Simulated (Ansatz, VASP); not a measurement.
# Hg: VASP beside Ansatz

Contents of INCAR:

```
PREC     = Accurate       # precision mode
ENCUT    = 520            # plane-wave cutoff, eV
EDIFF    = 1E-6           # SCF threshold, eV
ISMEAR   = 1              # smearing method
SIGMA    = 1.0            # smearing width, eV
LREAL    = False          # projectors in reciprocal space
LASPH    = True           # aspherical terms in the spheres
NELM     = 100            # most SCF steps
ALGO     = Normal         # electronic algorithm
ISIF     = 2              # what is computed and relaxed
LWAVE    = False          # write WAVECAR
LCHARG   = True           # write CHGCAR
LELF     = True           # ELF
LVHAR    = True         
NBANDS   = 12             # bands
```

File KPOINTS:

```
regular mesh
0
Gamma
  11 11 11
```

POSCAR

```
Hg
1.0
    1.7463233735      1.0082402698      2.1478810803
   -1.7463233735      1.0082402698      2.1478810803
    0.0000000000     -2.0164805396      2.1478810803
Hg
1
Direct
    0.0000000000      1.0000000000      0.0000000000
```

Input for Ansatz:

```yaml
crystal:
  lattice:
    - [1.7463233735, 1.0082402698, 2.1478810803]
    - [-1.7463233735, 1.0082402698, 2.1478810803]
    - [0.0, -2.0164805396, 2.1478810803]
  atoms:
    - { symbol: Hg, position: [0.0, 1.0, 0.0] }
hamiltonian:
  xc: lda
  pseudopotentials:
    kind: paw
    azcp:
      Hg: "pseudopotentials/Hg.paw.azcp"
basis:
  ecutwfc: 420
  fft_grid_basis: typed
kpoints:
  mp_grid: { grid: [11, 11, 11], shift: [0, 0, 0] }
magnetization:
  spin_polarized: false
scf:
  occupations: { method: cold, width: 1.0 }
  lower_state_search: "off"
output:
  stress: true
  write_density: true
  write_potential: true
  elf: true
  volumetric_format: npy
```

Alike in both runs: task single point; functional LDA; k mesh 11 × 11 × 11; no spin polarisation.

```csv
,VASP,Ansatz
version,VASP 6.6.1,Ansatz 0.2.0
potentials or method,"VASP PAW LDA potentials, release 64 (Hg), cutoff 520 eV","plane waves (420 eV) with PAW, scalar-relativistic"
occupations,"methfessel-paxton of order 1, width 1 eV","cold, width 1 eV"
valence electrons in the cell,12,20
```

|  | VASP | Ansatz | Ansatz less VASP |
| --- | --- | --- | --- |
| pressure (GPa) | 0.6 | 0.0 | -0.66 |
| traceless stress, the component that is largest in VASP (GPa) | 0.04 | -0.34 | -0.384 |

Ansatz warns that its potentials were made for another functional, while VASP's fit it. LDA's correlation is that of Perdew and Zunger in VASP and of Perdew and Wang (1992) in Ansatz. VASP's potentials hold 12 valence electrons a cell and Ansatz's 20, so a difference there can come from the potentials and not from the codes.

Neither program's run includes spin-orbit coupling.
